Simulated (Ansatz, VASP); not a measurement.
B: VASP beside Ansatz

```
B
1.0
    -0.98794    0.98794    1.49624
     0.98794   -0.98794    1.49624
     0.98794    0.98794   -1.49624
B
1
Direct
  0.00000 0.00000 0.00000
```

Alike in both runs: functional r2SCAN; k mesh 10 × 10 × 10; occupations gaussian, width 0.1 eV; no spin polarisation.

Ansatz relaxed the structure, and its values are those at the end. VASP's run is a single point on that final structure, the one shown.

|  | VASP | Ansatz |
| --- | --- | --- |
| version | VASP 6.6.1 | Ansatz 0.2.0 |
| potentials or method | VASP PAW PBE potentials, release 64 (B), cutoff 520 eV | scalar-relativistic, plane waves, PAW |
| valence electrons in the cell | 3 | 3 |

|  | VASP | Ansatz | Ansatz less VASP |
| --- | --- | --- | --- |
| gap on the k mesh at the Fermi level (eV) | none | none | - |
| pressure (GPa) | -0.5 | -0.2 | +0.27 |

VASP's potentials were made for PBE, not for r2SCAN. A gap of «none» marks a metal or a gap that the smearing closes.

The k mesh is coarse, so the values compare programs but aren't converged.
